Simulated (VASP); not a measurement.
Runs of VASP 6.6.1 on Ga. The structure is that of space group P6_3/mmc (No. 194), or close to it. The cells are those of the table. This isn't the form of Ga at room conditions, which is orthorhombic.

| cell | k mesh | gap on the mesh (eV) | pressure (GPa) |
| --- | --- | --- | --- |
| a = 2.985, b = 2.985, c = 9.280 Å, angles 90.0, 90.0, 120.0°, 4 atoms | 12 × 12 × 4 | none | 0.1 |
| a = 2.903, b = 2.903, c = 9.026 Å, angles 90.0, 90.0, 120.0°, 4 atoms | 14 × 14 × 4 | none | 6.1 |
| a = 2.945, b = 2.945, c = 9.155 Å, angles 90.0, 90.0, 120.0°, 4 atoms | 14 × 14 × 4 | none | 2.8 |
| a = 2.861, b = 2.861, c = 8.893 Å, angles 90.0, 90.0, 120.0°, 4 atoms | 14 × 14 × 4 | none | (a) |

Alike in all rows: task single point; level r2SCAN; potentials or basis VASP PAW PBE potentials, release 64 (Ga_d); no spin polarisation; cutoff (eV) 520; smearing fermi-dirac 0.1 eV.

Question: Fill in the values left out.

Answer: (a) 10.4.

Caveats: the PAW data sets were made with another functional, which shifts forces and pressure a little; the cell stands under pressure (at least some runs).

A k mesh can miss the band edges, and the runs leave out spin-orbit coupling on Ga.

A gap of «none» marks levels without a gap at the run's occupations.
